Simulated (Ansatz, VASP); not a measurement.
# PbF2 in VASP and in Ansatz

The input INCAR:

```
SYSTEM = PbF2
PREC     = Accurate       ! precision mode
ENCUT    = 520            ! plane-wave cutoff, eV
EDIFF    = 1E-7           ! SCF threshold, eV
ISMEAR   = -1             ! smearing method
SIGMA    = 0.05           ! smearing width, eV
LREAL    = .False.        ! projectors in reciprocal space
LASPH    = .True.         ! aspherical terms in the spheres
NELM     = 100            ! most SCF steps
ALGO     = Normal         ! electronic algorithm
ISIF     = 2              ! what is computed and relaxed
LWAVE    = .False.        ! write WAVECAR
LCHARG   = .False.        ! write CHGCAR
GGA      = PE             ! functional
NBANDS   = 21             ! bands
```

Contents of KPOINTS:

```
Automatic mesh
0
Gamma
  14 14 8
  0 0 0
```

The input POSCAR:

```
PbF2
1.0
    3.9817852790      0.0000000000      0.0000000000
   -1.9908926395      3.4483272041      0.0000000000
    0.0000000000      0.0000000000      5.0768288542
Pb F
1 2
Direct
    0.0000000000      0.0000000000      0.0000000000
    0.3333333333      0.6666666667      0.1972964231
    0.6666666667      0.3333333333      0.8027035769
```

Input for Ansatz:

```yaml
crystal:
  lattice:
    - [3.981785279, 0.0, 0.0]
    - [-1.9908926395, 3.4483272041, 0.0]
    - [0.0, 0.0, 5.0768288542]
  atoms:
    - { symbol: Pb, position: [0.0, 0.0, 0.0] }
    - { symbol: F, position: [0.3333333333, 0.6666666667, 0.1972964231] }
    - { symbol: F, position: [0.6666666667, 0.3333333333, 0.8027035769] }
kpoints:
  mp_grid: { grid: [14, 14, 8] }
  band_path:
    path:
      - [0.0, 0.0, 0.0]
      - [0.5, 0.0, 0.0]
      - [0.3333333333, 0.3333333333, 0.0]
      - [0.0, 0.0, 0.0]
      - [0.0, 0.0, 0.5]
      - [0.5, 0.0, 0.5]
      - [0.3333333333, 0.3333333333, 0.5]
      - [0.0, 0.0, 0.5]
      - [0.5, 0.0, 0.5]
    npoints: 8
scf:
  occupations: { method: fermi_dirac, width: 0.05 }
hamiltonian:
  xc: pbe
  pseudopotentials: { kind: all_electron, lapw: { basis_error: 0.0005 } }
output:
  forces: true
  stress: true
  eigenvalues: true
  populations: true
  dos: { projected: true, de: 0.2, e_range: [-14, 8] }
```

Alike in both runs: task single point; functional PBE; k mesh 14 × 14 × 8; occupations fermi-dirac, width 0.05 eV; no spin polarisation.

|  | VASP | Ansatz |
| --- | --- | --- |
| version | VASP 6.6.1 | Ansatz 0.2.0 |
| potentials or method | VASP PAW PBE potentials, release 64 (Pb_d, F), cutoff 520 eV | all-electron LAPW, scalar-relativistic |

Ansatz gave:

| Property | Result |
| --- | --- |
| gap on the k mesh at the Fermi level (eV) | 3.05 |
| pressure (GPa) | 0.0 |

Problem. Estimate VASP's values.

Solution. gap on the k mesh at the Fermi level (eV): 3.05; pressure (GPa): -0.1.

Ansatz ran all-electron here, and VASP with PAW potentials.

Neither program's run includes spin-orbit coupling.
